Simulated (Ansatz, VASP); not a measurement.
# Two plane-wave programs on NbP

Contents of INCAR:

```
PREC = Accurate ; ENCUT = 520
EDIFF = 1E-7 ; ISMEAR = 1
SIGMA = 0.15 ; LREAL = F
LASPH = T ; NELM = 60
ALGO = Normal ; ISIF = 2
LWAVE = F ; LCHARG = T
GGA = PE ; LELF = T
LVHAR = T ; NBANDS = 26
```

KPOINTS

```
Automatic mesh
0
Gamma
  11 11 11
```

POSCAR

```
NbP
1.0
   -1.6969642414      1.6969642414      5.8156445815
    1.6969642414     -1.6969642414      5.8156445815
    1.6969642414      1.6969642414     -5.8156445815
Nb P
2 2
Direct
    0.7498808000      0.7498808000      0.0000000000
    0.4998808000      0.9998808000      0.5000000000
    0.3327477700      0.3327477700      0.0000000000
    0.0827477800      0.5827477800      0.5000000000
```

Input for Ansatz:

```yaml
crystal:
  lattice:
    - [-1.6969642414145536, 1.6969642414145536, 5.815644581512123]
    - [1.6969642414145536, -1.6969642414145536, 5.815644581512123]
    - [1.6969642414145536, 1.6969642414145536, -5.815644581512123]
  atoms:
    - { symbol: Nb, position: [0.7498808, 0.7498808, 0.0] }
    - { symbol: Nb, position: [0.4998808, 0.9998808, 0.5] }
    - { symbol: P, position: [0.33274777, 0.33274777, 0.0] }
    - { symbol: P, position: [0.08274778, 0.58274778, 0.5] }
basis:
  ecutwfc: 450.0
kpoints:
  mp_grid:
    grid: [11, 11, 11]
hamiltonian:
  xc: pbe
scf:
  occupations:
    method: methfessel_paxton
    width: 0.15
output:
  stress: true
```

Alike in both runs: task single point; functional PBE; k mesh 11 × 11 × 11; occupations methfessel-paxton of order 1, width 0.15 eV; no spin polarisation.

|  | VASP | Ansatz |
| --- | --- | --- |
| version | VASP 6.6.1 | Ansatz 0.2.0 |
| potentials or method | VASP PAW PBE potentials, release 64 (Nb_sv, P), cutoff 520 eV | plane waves, PAW |
| valence electrons in the cell | 36 | 36 |

|  | VASP | Ansatz | Ansatz less VASP |
| --- | --- | --- | --- |
| pressure (GPa) | -8.1 | -7.7 | +0.33 |
| traceless stress, the component that is largest in VASP (GPa) | 0.45 | 0.43 | -0.020 |

With one functional, cell and mesh, what is left measures potentials, basis and numerics.
